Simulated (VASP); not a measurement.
# YV (Pm-3m) in VASP: further runs, part 2 of 2

VASP 6.6.1.

## Step 5: Single point, PBE, collinear spin, ferromagnetic start

Contents of INCAR:

```
  PREC = Accurate
  ENCUT = 520
  EDIFF = 1E-6
  ISMEAR = 0
  SIGMA = 0.1
  LREAL = False
  LASPH = True
  NELM = 150
  ALGO = Normal
  ISIF = 2
  LWAVE = False
  LCHARG = False
  ISPIN = 2
  MAGMOM = 2.42 0.11
  LORBIT = 11
  NUPDOWN = 2.62
  LMAXMIX = 4
  GGA = PE
  NBANDS = 23
```

Contents of KPOINTS:

```
regular mesh
0
Gamma
  12 12 12
```

Contents of POSCAR:

```
YV
1.0
    3.6142622652      0.0000000000      0.0000000000
    0.0000000000      3.6142622652      0.0000000000
    0.0000000000      0.0000000000      3.6142622652
V Y
1 1
Direct
    0.0000000000      0.0000000000      0.0000000000
    0.5000000000      0.5000000000      0.5000000000
```

Potentials or basis: VASP PAW PBE potentials, release 64 (V_sv, Y_sv).

On the command line:

```sh
$ cat potpaw_PBE.64/V_sv/POTCAR potpaw_PBE.64/Y_sv/POTCAR > POTCAR
$ mpirun -np 1 vasp_std > vasp.out
```

OUTCAR:

```text
PREC = Accurate
   ENCUT = 520
   EDIFF = 1E-6
   ISMEAR = 0
   LREAL = False
   LASPH = True
   NELM = 150
   ISIF = 2
   ISPIN = 2
   LORBIT = 11
   NUPDOWN = 2.62
   GGA = PE

 ion  position               nearest neighbor table
   1  0.000  0.000  0.000-   2 3.13   2 3.13   2 3.13   2 3.13   2 3.13   2 3.13   2 3.13   2 3.13

   2  0.500  0.500  0.500-   1 3.13   1 3.13   1 3.13   1 3.13   1 3.13   1 3.13   1 3.13   1 3.13

  LATTYP: Found a simple cubic cell.
 ALAT       =     3.6142622652

  Lattice vectors:

 A1 = (   3.6142622652,   0.0000000000,   0.0000000000)
 A2 = (   0.0000000000,   3.6142622652,   0.0000000000)
 A3 = (   0.0000000000,   0.0000000000,   3.6142622652)

Analysis of symmetry for initial positions (statically):
=====================================================================
 Subroutine PRICEL returns:
 Original cell was already a primitive cell.

 Routine SETGRP: Setting up the symmetry group for a
 simple cubic supercell.

 Subroutine GETGRP returns: Found 48 space group operations
 (whereof 48 operations were pure point group operations)
 out of a pool of 48 trial point group operations.

The static configuration has the point symmetry O_h .

Analysis of symmetry for dynamics (positions and initial velocities):
=====================================================================
 Subroutine PRICEL returns:
 Original cell was already a primitive cell.

 Routine SETGRP: Setting up the symmetry group for a
 simple cubic supercell.

 Subroutine GETGRP returns: Found 48 space group operations
 (whereof 48 operations were pure point group operations)
 out of a pool of 48 trial point group operations.

The dynamic configuration has the point symmetry O_h .

Analysis of structural, dynamic, and magnetic symmetry:
=====================================================================
 Subroutine PRICEL returns:
 Original cell was already a primitive cell.

 Routine SETGRP: Setting up the symmetry group for a
 simple cubic supercell.

 Subroutine GETGRP returns: Found 48 space group operations
 (whereof 48 operations were pure point group operations)
 out of a pool of 48 trial point group operations.

The overall configuration has the point symmetry O_h .

 Subroutine INISYM returns: Found 48 space group operations
 (whereof 48 operations are pure point group operations),
 and found     1 'primitive' translations

----------------------------------------------------------------------------------------

                                     Primitive cell

  volume of cell :      47.2127

  direct lattice vectors                    reciprocal lattice vectors
     3.614262265  0.000000000  0.000000000     0.276681637  0.000000000  0.000000000
     0.000000000  3.614262265  0.000000000     0.000000000  0.276681637  0.000000000
     0.000000000  0.000000000  3.614262265     0.000000000  0.000000000  0.276681637

  length of vectors
     3.614262265  3.614262265  3.614262265     0.276681637  0.276681637  0.276681637

  position of ions in fractional coordinates (direct lattice)
     0.000000000  0.000000000  0.000000000
     0.500000000  0.500000000  0.500000000

  ion indices of the primitive-cell ions
[... 68 lines left out ...]
   ICHARG =      2    charge: 1-file 2-atom 10-const
   ISPIN  =      2    spin polarized calculation?
   LNONCOLLINEAR =      F non collinear calculations
   LSORBIT =      F    spin-orbit coupling
   LASPH  =      T    aspherical Exc in radial PAW
   ENCUT  =  520.0 eV  38.22 Ry    6.18 a.u.   6.72  6.72  6.72*2*pi/ulx,y,z
   NELM   =    150;   NELMIN=  2; NELMDL= -5     # of ELM steps
   EDIFF  = 0.1E-05   stopping-criterion for ELM
   LREAL  =      F    real-space projection
   EDIFFG = 0.1E-04   stopping-criterion for IOM
   NSW    =      0    number of steps for IOM
   IBRION =     -1    ionic relax: 0-MD 1-quasi-New 2-CG
   NFREE  =      0    steps in history (QN), initial steepest desc. (CG)
   ISIF   =      2    stress and relaxation
   ISYM   =      2    0-nonsym 1-usesym 2-fastsym
   POTIM  = 0.5000    time-step for ionic-motion
   TEBEG  =    0.0;   TEEND  =   0.0 temperature during run
   PSTRESS=    0.0 pullay stress
   NELECT =      24.0000    total number of electrons
   NUPDOWN=       2.6200    fix difference up-down
   EMIN   =  10.00;   EMAX   =-10.00  energy-range for DOS
   EFERMI =   0.00;   METHOD = LEGACY
   ISMEAR =     0;   SIGMA  =   0.10  broadening in eV -4-tet -1-fermi 0-gaus
   EFERMI_NEDOS =   21; number of points for ismear=-14 and -15
   IALGO  =     38    algorithm
   IMIX   =      4    mixing-type and parameters
     AMIX     =   0.40;   BMIX     =  1.00
     AMIX_MAG =   1.60;   BMIX_MAG =  1.00
  volume/ion in A,a.u.               =      23.61       159.30
  Fermi-wavevector in a.u.,A,eV,Ry     =   1.306549  2.469019 23.226088  1.707069
  Thomas-Fermi vector in A             =   2.437343
   LORBIT       =     11    0 simple, 1 ext, 2 COOP (PROOUT), +10 PAW based schemes
   GGA     = PE    functional components
   LHFCALC =     F    Hartree Fock is set to
   AEXX    =    0.0000 exact exchange contribution
   IVDW    =     0    specifies the selected vdW correction
   LEPSILON=     F    determine dielectric tensor
   LRPA    =     F    only Hartree local field effects (RPA)
 spin polarized calculation
 Gauss-broadening in eV      SIGMA  =   0.10
  energy-cutoff  :      520.00
  volume of cell :       47.21
 maximum number of plane-waves:      1328
 NGX is ok and might be reduce to    28
   NGX = 13   NGY = 13   NGZ = 13

 number of electron      23.9999998 magnetization       2.6200065

 Free energy of the ion-electron system (eV)
  ---------------------------------------------------
  ext. energy  EPLUGINS =         0.00000000
  ---------------------------------------------------
  free energy    TOTEN  =       -14.45718113 eV

  energy without entropy =      -14.43751692  energy(sigma->0) =      -14.44734902

 E-fermi :   4.7698     XC(G=0): -10.4318

 val. band max:        4.7697476693   @ k =   0.5000   0.5000   0.2500
 cond. band min:       4.4412406859   @ k =   0.1667   0.0000   0.0000
 fundamental gap:     -0.3285069834
 Fermi energy:         4.4378482121

 spin component 1

 k-point     1 :       0.0000    0.0000    0.0000
  band No.  band energies     occupation
      1     -59.9745      1.00000
      2     -37.2866      1.00000
      3     -33.8230      1.00000
      4     -33.8230      1.00000
      5     -33.8230      1.00000
      6     -17.1823      1.00000
[... 613 lines left out ...]
     22      14.5312      0.00000
     23      15.8258      0.00000

 [... further k-points ...]

 spin component 2

 k-point     1 :       0.0000    0.0000    0.0000
  band No.  band energies     occupation
      1     -57.9703      1.00000
      2     -37.2370      1.00000
      3     -31.8324      1.00000
      4     -31.8324      1.00000
      5     -31.8324      1.00000
      6     -17.1258      1.00000
[... 613 lines left out ...]
     22      15.0530      0.00000
     23      16.1860      0.00000

 [... further k-points ...]

------------------------ aborting loop because EDIFF is reached ----------------------------------------

  FORCE on cell =-STRESS in cart. coord.  units (eV):
  Direction    XX          YY          ZZ          XY          YZ          ZX
  --------------------------------------------------------------------------------------
  -------------------------------------------------------------------------------------
  Total       -0.6169659     -0.6169659     -0.6169659     -0.0000000     -0.0000000      0.0000000
  in kB      -20.9369180    -20.9369180    -20.9369180     -0.0000000     -0.0000000      0.0000000
  external PRESSURE =     -20.9369180 kB  Pullay stress =       0.0000000 kB

 VOLUME and BASIS-vectors are now :
 -----------------------------------------------------------------------------
  energy-cutoff  :      520.00
  volume of cell :       47.21
      direct lattice vectors                 reciprocal lattice vectors
     3.614262265  0.000000000  0.000000000     0.276681637  0.000000000  0.000000000
     0.000000000  3.614262265  0.000000000     0.000000000  0.276681637  0.000000000
     0.000000000  0.000000000  3.614262265     0.000000000  0.000000000  0.276681637

 POSITION                                       TOTAL-FORCE (eV/Angst)
 -----------------------------------------------------------------------------------
      0.00000      0.00000      0.00000         0.000000      0.000000      0.000000
      1.80713      1.80713      1.80713         0.000000      0.000000      0.000000
 -----------------------------------------------------------------------------------
    total drift:                                0.000000      0.000000      0.000000

  FREE ENERGIE OF THE ION-ELECTRON SYSTEM (eV)
  ---------------------------------------------------
  free  energy   TOTEN  =       -14.4571811296 eV

  energy  without entropy=      -14.4375169169  energy(sigma->0) =      -14.44734902

 total charge

# of ion       s       p       d       f       tot
--------------------------------------------------
    1        2.282   6.093   2.974   0.000  11.349
    2        2.275   6.285   1.044   0.022   9.626
--------------------------------------------------
tot          4.557  12.377   4.019   0.022  20.975

 magnetization (x)

# of ion       s       p       d       f       tot
--------------------------------------------------
    1        0.024   0.019   2.034   0.000   2.077
    2       -0.015   0.085   0.086   0.009   0.165
--------------------------------------------------
tot          0.009   0.103   2.120   0.009   2.241
```

stdout:

```text
POSCAR found type information on POSCAR V Y
 POSCAR found :  2 types and       2 ions
 scaLAPACK will be used
 LDA part: xc-table for (Slater+PW92), standard interpolation
 POSCAR, INCAR and KPOINTS ok, starting setup
 FFT: planning ... GRIDC
 FFT: planning ... GRID_SOFT
 FFT: planning ... GRID
 WAVECAR not read
 entering main loop
```

Wall time 86 s (1 thread of AMD EPYC 9R45 (Zen 5), shared host); peak memory 0.27 GiB.

What came out:

- Free energy: -14.4572 eV
- Pressure: -2.1 GPa
- Net moment: 2.62 μB per cell
- Site moments: V +2.08; Y +0.17 μB
- Valence electrons inside the program's atomic spheres: V 11.35; Y 9.63

Caveat: the total moment is fixed, so each spin has its own Fermi level.

## Step 6: Summary

```tsv
fixed moment (μB)	pressure (GPa)	moment (μB)
1.5	-4.0	1.50
1.88	-3.4	1.88
2.25	-2.8	2.25
2.62	-2.1	2.62
```

Alike in all rows: task single point; level PBE; potentials or basis VASP PAW PBE potentials, release 64 (V_sv, Y_sv); spin collinear, ferromagnetic start; cell as given; k mesh 12 × 12 × 12; cutoff (eV) 520; smearing gaussian 0.1 eV.

Caveats: the total moment is fixed, so each spin has its own Fermi level; the cell stands under tension (at least some runs).

Total energies depend on the potentials used, so only differences within one code and one set of settings carry meaning.
